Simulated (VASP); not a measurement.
# Ta7N8 (a cell with a defect) in VASP: single point with r2SCAN

Aim: the single point of Ta7N8 (a cell with a defect) with r2SCAN.

All numbers are computed with VASP 6.6.1; they aren't measurements. Logs are shortened: lines on timing, memory, paths and dates and some standing lists are left out, and cuts for length are marked.

### 1 The cell of the first run

The cell holds a defect, 15 atoms: a = 5.876 Å, b = 5.876 Å, c = 5.766 Å, α = 90.00°, β = 90.00°, γ = 120.00°.

### 2 Single point, r2SCAN

POSCAR reads:

```
Ta7N8
1.0
    5.8760000043      0.0000000000      0.0000000000
   -2.9380000021      5.0887652763      0.0000000000
    0.0000000000      0.0000000000      5.7660000000
N Ta
8 7
Direct
   -0.0071220816     -0.0142441631     -0.0077380866
   -0.0071220816     -0.0142441631      0.5077380866
   -0.0071220816      0.5071220816     -0.0077380866
   -0.0071220816      0.5071220816      0.5077380866
    0.5000000000      0.0000000000      0.0100015282
    0.5000000000      0.0000000000      0.4899984718
    0.5142441631      0.5071220816     -0.0077380866
    0.5142441631      0.5071220816      0.5077380866
    0.1666666667      0.3333333333      0.7500000000
    0.1535527348      0.8267763674      0.2500000000
    0.1614602515      0.8307301257      0.7500000000
    0.6732236326      0.3464472652      0.2500000000
    0.6692698743      0.3385397485      0.7500000000
    0.6732236326      0.8267763674      0.2500000000
    0.6692698743      0.8307301257      0.7500000000
```

INCAR.step1 reads:

```
PREC = Accurate
ENCUT = 580
ISMEAR = -1
SIGMA = 0.1
LREAL = False
LASPH = True
NELM = 120
NBANDS = 72
GGA = PE
ALGO = Normal
EDIFF = 1E-5
LWAVE = True
LCHARG = False
GGA_COMPAT = False
```

INCAR.step2 reads:

```
PREC = Accurate
ENCUT = 580
EDIFF = 1E-6
ISMEAR = -1
SIGMA = 0.1
LREAL = False
LASPH = True
NELM = 120
ALGO = Normal
ISIF = 2
LWAVE = False
LCHARG = False
METAGGA = R2SCAN
LMIXTAU = True
NBANDS = 72
ISTART = 1
GGA_COMPAT = False
```

KPOINTS reads:

```
regular mesh
0
Gamma
  2 2 2
```

Potentials or basis: VASP PAW PBE potentials, release 64 (N, Ta_pv).

Launch:

```
$ cat potpaw_PBE.64/N/POTCAR potpaw_PBE.64/Ta_pv/POTCAR > POTCAR
$ cp INCAR.step1 INCAR
$ mpirun -np 1 vasp_std > vasp.out
$ cp INCAR.step2 INCAR
$ mpirun -np 1 vasp_std > vasp.out
```

OUTCAR:

```text
PREC = Accurate
   ENCUT = 580
   EDIFF = 1E-6
   ISMEAR = -1
   LREAL = False
   LASPH = True
   NELM = 120
   ISIF = 2
   METAGGA = R2SCAN
   ISTART = 1

 ion  position               nearest neighbor table
   1  0.993  0.986  0.992-  15 2.16  11 2.16  14 2.20  10 2.20   9 2.25
   2  0.993  0.986  0.508-  15 2.16  11 2.16  14 2.20  10 2.20   9 2.25
   3  0.993  0.507  0.992-  11 2.16  13 2.16  10 2.20  12 2.20   9 2.25
   4  0.993  0.507  0.508-  11 2.16  13 2.16  10 2.20  12 2.20   9 2.25
   5  0.500  0.000  0.010-  12 2.24  14 2.24  10 2.24  13 2.28  11 2.28  15 2.28
   6  0.500  0.000  0.490-  12 2.24  14 2.24  10 2.24  13 2.28  11 2.28  15 2.28
   7  0.514  0.507  0.992-  15 2.16  13 2.16  14 2.20  12 2.20   9 2.25
   8  0.514  0.507  0.508-  15 2.16  13 2.16  14 2.20  12 2.20   9 2.25
   9  0.167  0.333  0.750-   1 2.25   2 2.25   7 2.25   8 2.25   3 2.25   4 2.25  11 2.94  11 2.94
                            15 2.94  15 2.94  13 2.94  13 2.94
  10  0.154  0.827  0.250-   3 2.20   4 2.20   1 2.20   2 2.20   5 2.24   6 2.24  12 2.82  14 2.82
                            11 2.88  11 2.88  12 3.05  14 3.05
  11  0.161  0.831  0.750-   3 2.16   4 2.16   1 2.16   2 2.16   5 2.28   6 2.28  10 2.88  10 2.88
                            13 2.89  15 2.89   9 2.94   9 2.94  13 2.98  15 2.98
  12  0.673  0.346  0.250-   3 2.20   4 2.20   7 2.20   8 2.20   5 2.24   6 2.24  14 2.82  10 2.82
                            13 2.88  13 2.88  14 3.05  10 3.05
  13  0.669  0.339  0.750-   3 2.16   4 2.16   7 2.16   8 2.16   5 2.28   6 2.28  12 2.88  12 2.88
                            15 2.89  11 2.89   9 2.94   9 2.94  15 2.98  11 2.98
  14  0.673  0.827  0.250-   7 2.20   8 2.20   1 2.20   2 2.20   5 2.24   6 2.24  12 2.82  10 2.82
                            15 2.88  15 2.88  12 3.05  10 3.05
  15  0.669  0.831  0.750-   7 2.16   8 2.16   1 2.16   2 2.16   5 2.28   6 2.28  14 2.88  14 2.88
                            13 2.89  11 2.89   9 2.94   9 2.94  13 2.98  11 2.98

  LATTYP: Found a hexagonal cell.
 ALAT       =     5.8760000043
 C/A-ratio  =     0.9812797814

  Lattice vectors:

 A1 = (   5.8760000043,   0.0000000000,   0.0000000000)
 A2 = (  -2.9380000021,   5.0887652763,   0.0000000000)
 A3 = (   0.0000000000,   0.0000000000,   5.7660000000)

Analysis of symmetry for initial positions (statically):
=====================================================================
 Subroutine PRICEL returns:
 Original cell was already a primitive cell.

 Routine SETGRP: Setting up the symmetry group for a
 hexagonal supercell.

 Subroutine GETGRP returns: Found 12 space group operations
 (whereof  2 operations were pure point group operations)
 out of a pool of 24 trial point group operations.

The static configuration has the point symmetry C_1h.
 The point group associated with its full space group is D_3h.

Analysis of symmetry for dynamics (positions and initial velocities):
=====================================================================
 Subroutine PRICEL returns:
 Original cell was already a primitive cell.

 Routine SETGRP: Setting up the symmetry group for a
 hexagonal supercell.

 Subroutine GETGRP returns: Found 12 space group operations
 (whereof  2 operations were pure point group operations)
 out of a pool of 24 trial point group operations.

The dynamic configuration has the point symmetry C_1h.
 The point group associated with its full space group is D_3h.

 Subroutine INISYM returns: Found 12 space group operations
 (whereof  2 operations are pure point group operations),
 and found     1 'primitive' translations

----------------------------------------------------------------------------------------

                                     Primitive cell

  volume of cell :     172.4125

  direct lattice vectors                    reciprocal lattice vectors
     5.876000004  0.000000000  0.000000000     0.170183798  0.098255662  0.000000000
    -2.938000002  5.088765276  0.000000000     0.000000000  0.196511324  0.000000000
     0.000000000  0.000000000  5.766000000     0.000000000  0.000000000  0.173430454

  length of vectors
     5.876000004  5.876000004  5.766000000     0.196511324  0.196511324  0.173430454

  position of ions in fractional coordinates (direct lattice)
     0.992877918  0.985755837  0.992261913
     0.992877918  0.985755837  0.507738087
     0.992877918  0.507122082  0.992261913
[... 43 lines left out ...]
     0.000000000  0.098255662  0.000000000     0.000000000  0.500000000  0.000000000
     0.000000000  0.000000000  0.086715227     0.000000000  0.000000000  0.500000000

  Length of vectors
     0.098255662  0.098255662  0.086715227

  Shift w.r.t. Gamma in fractional coordinates (k-lattice)
     0.000000000  0.000000000  0.000000000

 Subroutine IBZKPT returns following result:
 ===========================================

 Found      4 irreducible k-points:

 Following reciprocal coordinates:
            Coordinates               Weight
  0.000000  0.000000  0.000000      1.000000
  0.500000  0.000000  0.000000      3.000000
  0.000000  0.000000  0.500000      1.000000
  0.500000  0.000000  0.500000      3.000000
   k-points           NKPTS =      4   k-points in BZ     NKDIM =      4   number of bands    NBANDS=     72
   number of dos      NEDOS =    301   number of ions     NIONS =     15
   total plane-waves  NPLWV = 110592
   dimension x,y,z NGX =    48 NGY =   48 NGZ =   48
   dimension x,y,z NGXF=    96 NGYF=   96 NGZF=   96
   ions per type =               8   7
   NGX,Y,Z   is equivalent  to a cutoff of  13.58, 13.58, 13.84 a.u.
   NGXF,Y,Z  is equivalent  to a cutoff of  27.16, 27.16, 27.68 a.u.
 SYSTEM =  unknown system
   PREC   = accura    normal or accurate (medium, high low for compatibility)
   ISTART =      1    job   : 0-new  1-cont  2-samecut
   ICHARG =      0    charge: 1-file 2-atom 10-const
   ISPIN  =      1    spin polarized calculation?
   LNONCOLLINEAR =      F non collinear calculations
   LSORBIT =      F    spin-orbit coupling
   LASPH  =      T    aspherical Exc in radial PAW
   ENCUT  =  580.0 eV  42.63 Ry    6.53 a.u.  11.54 11.54 11.32*2*pi/ulx,y,z
   NELM   =    120;   NELMIN=  2; NELMDL=  0     # of ELM steps
   EDIFF  = 0.1E-05   stopping-criterion for ELM
   LREAL  =      F    real-space projection
   EDIFFG = 0.1E-04   stopping-criterion for IOM
   NSW    =      0    number of steps for IOM
   IBRION =     -1    ionic relax: 0-MD 1-quasi-New 2-CG
   NFREE  =      0    steps in history (QN), initial steepest desc. (CG)
   ISIF   =      2    stress and relaxation
   ISYM   =      2    0-nonsym 1-usesym 2-fastsym
   POTIM  = 0.5000    time-step for ionic-motion
   TEBEG  =    0.0;   TEEND  =   0.0 temperature during run
   PSTRESS=    0.0 pullay stress
   NELECT =     117.0000    total number of electrons
   NUPDOWN=      -1.0000    fix difference up-down
   EMIN   =  10.00;   EMAX   =-10.00  energy-range for DOS
   EFERMI =   0.00;   METHOD = LEGACY
   ISMEAR =    -1;   SIGMA  =   0.10  broadening in eV -4-tet -1-fermi 0-gaus
   EFERMI_NEDOS =   21; number of points for ismear=-14 and -15
   IALGO  =     38    algorithm
   IMIX   =      4    mixing-type and parameters
     AMIX     =   0.40;   BMIX     =  1.00
     AMIX_MAG =   1.60;   BMIX_MAG =  1.00
  volume/ion in A,a.u.               =      11.49        77.57
  Fermi-wavevector in a.u.,A,eV,Ry     =   1.438624  2.718604 28.159131  2.069638
  Thomas-Fermi vector in A             =   2.557570
   LORBIT       =      0    0 simple, 1 ext, 2 COOP (PROOUT), +10 PAW based schemes
   METAGGA = R2SCAN    functional components
   LHFCALC =     F    Hartree Fock is set to
   AEXX    =    0.0000 exact exchange contribution
   IVDW    =     0    specifies the selected vdW correction
   LEPSILON=     F    determine dielectric tensor
   LRPA    =     F    only Hartree local field effects (RPA)
 non-spin polarized calculation
  energy-cutoff  :      580.00
  volume of cell :      172.41
 maximum number of plane-waves:      5494
 NGX is ok and might be reduce to    48
   NGX = 23   NGY = 23   NGZ = 23

 number of electron     116.9999995 magnetization

 Free energy of the ion-electron system (eV)
  ---------------------------------------------------
  ext. energy  EPLUGINS =         0.00000000
  ---------------------------------------------------
  free energy    TOTEN  =      -430.17330623 eV

  energy without entropy =     -429.96717394  energy(sigma->0) =     -430.07024009

 E-fermi :   6.9009     XC(G=0): -13.5647

 val. band max:        6.7863388188   @ k =   0.0000   0.0000   0.0000
 cond. band min:       6.9566417210   @ k =   0.5000   0.0000   0.0000
 fundamental gap:      0.1703029022
 Fermi energy:         6.9009207923

 k-point     1 :       0.0000    0.0000    0.0000
  band No.  band energies     occupation
      1     -30.4045      2.00000
      2     -30.1972      2.00000
      3     -30.1972      2.00000
      4     -30.1908      2.00000
      5     -29.9863      2.00000
      6     -29.9863      2.00000
[... 281 lines left out ...]
     69       9.9278      0.00000
     70      10.5741      0.00000
 [bands above 70 left out]

------------------------ aborting loop because EDIFF is reached ----------------------------------------

  FORCE on cell =-STRESS in cart. coord.  units (eV):
  Direction    XX          YY          ZZ          XY          YZ          ZX
  --------------------------------------------------------------------------------------
  -------------------------------------------------------------------------------------
  Total       -0.3873358     -0.3873358    -16.0476722     -0.0000000      0.0000000      0.0000000
  in kB       -3.5993936     -3.5993936   -149.1261419     -0.0000000      0.0000000      0.0000000
  external PRESSURE =     -52.1083097 kB  Pullay stress =       0.0000000 kB

 VOLUME and BASIS-vectors are now :
 -----------------------------------------------------------------------------
  energy-cutoff  :      580.00
  volume of cell :      172.41
      direct lattice vectors                 reciprocal lattice vectors
     5.876000004  0.000000000  0.000000000     0.170183798  0.098255662  0.000000000
    -2.938000002  5.088765276  0.000000000     0.000000000  0.196511324  0.000000000
     0.000000000  0.000000000  5.766000000     0.000000000  0.000000000  0.173430454

 POSITION                                       TOTAL-FORCE (eV/Angst)
 -----------------------------------------------------------------------------------
      2.93800      5.01628      5.72138         0.000000      0.041103      0.021257
      2.93800      5.01628      2.92762         0.000000      0.041103     -0.021257
      4.34423      2.58063      5.72138         0.035597     -0.020552      0.021257
      4.34423      2.58063      2.92762         0.035597     -0.020552     -0.021257
      2.93800      0.00000      0.05767        -0.000000     -0.000000      0.003387
      2.93800      0.00000      2.82533        -0.000000      0.000000     -0.003387
      1.53177      2.58063      5.72138        -0.035597     -0.020552      0.021257
      1.53177      2.58063      2.92762        -0.035597     -0.020552     -0.021257
      0.00000      1.69626      4.32450        -0.000000      0.000000     -0.000000
     -1.52679      4.20727      1.44150        -0.007307     -0.004219     -0.000000
     -1.49194      4.22739      4.32450         0.016627      0.009600     -0.000000
      2.93800      1.76299      1.44150         0.000000      0.008438     -0.000000
      2.93800      1.72275      4.32450        -0.000000     -0.019199     -0.000000
      1.52679      4.20727      1.44150         0.007307     -0.004219     -0.000000
      1.49194      4.22739      4.32450        -0.016627      0.009600     -0.000000
 -----------------------------------------------------------------------------------
    total drift:                                0.000001     -0.000000     -0.000000

  FREE ENERGIE OF THE ION-ELECTRON SYSTEM (eV)
  ---------------------------------------------------
  free  energy   TOTEN  =      -430.1733062332 eV

  energy  without entropy=     -429.9671739394  energy(sigma->0) =     -430.07024009
```

Run time: 3.5 min. Hardware: 1 thread of AMD EPYC 9R45 (Zen 5), shared host; peak memory 0.35 GiB.

What came out:

| Property | Result |
| --- | --- |
| Free energy | -430.1733 eV |
| Pressure | -5.2 GPa |
| Largest force | 0.046 eV/Å |
| Band gap on the k mesh | zero (an odd number of electrons rules out a gap without spin polarisation) |

Forces in eV/Å, atoms in the order of the input:
```
N    0.000  0.041  0.021
N    0.000  0.041 -0.021
N    0.036 -0.021  0.021
N    0.036 -0.021 -0.021
N    0.000  0.000  0.003
N    0.000  0.000 -0.003
N   -0.036 -0.021  0.021
N   -0.036 -0.021 -0.021
Ta   0.000  0.000  0.000
Ta  -0.007 -0.004  0.000
Ta   0.017  0.010  0.000
Ta   0.000  0.008  0.000
Ta   0.000 -0.019  0.000
Ta   0.007 -0.004  0.000
Ta  -0.017  0.010  0.000
```

Caveat: the k points lie up to 0.62 Å⁻¹ apart, too coarse for converged energies and pressures of a metal; the PAW data sets were made with another functional, which shifts forces and pressure a little; spin-orbit coupling is left out, which moves the levels of the heavy elements.
